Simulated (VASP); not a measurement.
Write the native input for VASP 6.6.1 that does the following.

* Task: single point
* Functional: LDA
* Potentials or basis: VASP PAW LDA potentials, release 64 (Cr_pv, Ni)
* Cutoff: 600 eV
* k mesh: 6 × 6 × 6
* Occupations: fermi-dirac, width 0.05 eV
* Spin: collinear spin, ferromagnetic start
* Starting moments: [2.1, 2.1, 2.1, 1.0] μB
* Dipole correction: no
* Further INCAR settings: ALGO = Normal; EDIFF = 1e-06; NBANDS = 35

The structure of Cr3Ni lies in POSCAR:

```
Cr3Ni
1.0
    0.0000000000      2.8799330000      2.8799330000
    2.8799330000      0.0000000000      2.8799330000
    2.8799330000      2.8799330000      0.0000000000
Cr Ni
3 1
Direct
    0.7500000000      0.7500000000      0.7500000000
    0.2500000000      0.2500000000      0.2500000000
    0.5000000000      0.5000000000      0.5000000000
    0.0000000000      0.0000000000      0.0000000000
```

These files were run (other wordings do the same):

INCAR

```
SYSTEM = Cr3Ni
ALGO = Normal ; EDIFF = 1E-6
ENCUT = 600 ; GGA = CA
GGA_COMPAT = .False. ; ISIF = 2
ISMEAR = -1 ; ISPIN = 2
LASPH = .True. ; LCHARG = .True.
LELF = .True. ; LMAXMIX = 4
LORBIT = 11 ; LREAL = .False.
LVHAR = .True. ; LWAVE = .False.
MAGMOM = 2.1 2.1 2.1 1 ; NBANDS = 35
NELM = 200 ; PREC = Accurate
SIGMA = 0.05
```

KPOINTS

```
k-points
0
Gamma
  6 6 6
  0 0 0
```

Potentials or basis: VASP PAW LDA potentials, release 64 (Cr_pv, Ni).

Launch:

```sh
$ cat potpaw_LDA.64/Cr_pv/POTCAR potpaw_LDA.64/Ni/POTCAR > POTCAR
$ mpirun -np 1 vasp_std > vasp.out
```

Results of the run:

The pressure is -20.0 GPa and the net moment is 2.61 μB per cell. The site moments are Cr +1.33, -0.65; Ni +0.48 μB and the valence electrons inside the program's atomic spheres are Cr 10.88, 10.98; Ni 9.42.

Run time: 4.1 min on 1 thread of Intel Xeon 8259CL, with other jobs on the host, peak memory 0.22 GiB.
